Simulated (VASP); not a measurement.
Set up this calculation in VASP 6.6.1, as the native input.

```
Task                   : single point
Functional             : PBE
Potentials or basis    : VASP PAW PBE potentials, release 64 (Sb, C)
Cutoff                 : 520 eV
k mesh                 : 4 × 4 × 4
Occupations            : gaussian, width 0.1 eV
Spin                   : no spin polarisation
Dipole correction      : no
Further INCAR settings : ALGO = Normal; EDIFF = 1e-06; NBANDS = 22
```

The structure of SbC2 lies in POSCAR:

```
SbC2
1.0
    3.9962005298      0.0000000000      0.0000000000
    0.0000000000      3.9962005298      0.0000000000
    0.0000000000      0.0000000000      5.7529907797
Sb C
2 4
Direct
    0.0000000000      0.0000000000      0.0000000000
    0.5000000000      0.5000000000      0.5000000000
    0.0000000000      0.5000000000      0.2030000000
    0.0000000000      0.5000000000      0.7030000000
    0.5000000000      0.0000000000      0.2970000000
    0.5000000000      0.0000000000      0.7970000000
```

These files were run (other wordings do the same):

INCAR

```
ALGO     = Normal         # electronic algorithm
EDIFF    = 1E-6           # SCF threshold, eV
ENCUT    = 520            # plane-wave cutoff, eV
GGA      = PE             # functional
ISIF     = 2              # what is computed and relaxed
ISMEAR   = 0              # smearing method
LASPH    = T              # aspherical terms in the spheres
LCHARG   = F              # write CHGCAR
LREAL    = F              # projectors in reciprocal space
LWAVE    = F              # write WAVECAR
NBANDS   = 22             # bands
NELM     = 80             # most SCF steps
PREC     = Accurate       # precision mode
SIGMA    = 0.1            # smearing width, eV
```

KPOINTS

```
k-points
0
Gamma
  4 4 4
```

Potentials or basis: VASP PAW PBE potentials, release 64 (Sb, C).

The run is started by

```bash
$ cat potpaw_PBE.64/Sb/POTCAR potpaw_PBE.64/C/POTCAR > POTCAR
$ mpirun -np 1 vasp_std > vasp.out
```

It gave:

The pressure is -9.1 GPa. The largest force is 0.357 eV/Å and the band gap on the k mesh is zero (band 13 reaches 7.73 eV, above the bottom of band 14 at 5.44 eV).

Caveat: the k points lie up to 0.39 Å⁻¹ apart; spin-orbit coupling is left out, which moves the levels of the heavy elements.

Run time: 25 s on 1 thread of Intel(R) Xeon(R) 6975P-C (Granite Rapids) (shared host), peak memory 0.2 GiB.
